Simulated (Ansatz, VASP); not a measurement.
# Ge in VASP and in Ansatz

```
CELL_PARAMETERS angstrom
0.00000 2.88053 2.88053
2.88053 0.00000 2.88053
2.88053 2.88053 0.00000
ATOMIC_POSITIONS crystal
Ge 0.51736 0.48264 0.48264
Ge 0.73264 0.76736 0.76736
```

Change from the starting cell: mode 4 (273.8 1/cm) frozen in, largest displacement -0.100 Å.

Alike in both runs: task single point; functional PBE; k mesh 18 × 18 × 18; occupations gaussian, width 0.15 eV; no spin polarisation.

```csv
,VASP,Ansatz
version,VASP 6.6.1,Ansatz 0.2.0
potentials or method,"VASP PAW PBE potentials, release 64 (Ge_d), cutoff 520 eV","scalar-relativistic, plane waves, PAW"
valence electrons in the cell,28,28
```

VASP gave:

| Quantity | Value |
| --- | --- |
| gap on the k mesh at the Fermi level (eV) | none |
| pressure (GPa) | 1.0 |
| traceless stress, the component that is largest in VASP (GPa) | -5.15 |
| rms of the force components (eV/Å) | 1.117 |

Task: What did Ansatz give for the same quantities?

Result: gap on the k mesh at the Fermi level (eV): none; pressure (GPa): 1.2; traceless stress, the component that is largest in VASP (GPa): -5.18; rms of the force components (eV/Å): 1.118.

Atom by atom the forces differ by 0.001 eV/Å (rms over components). A gap of «none» marks a metal or a gap that the smearing closes.
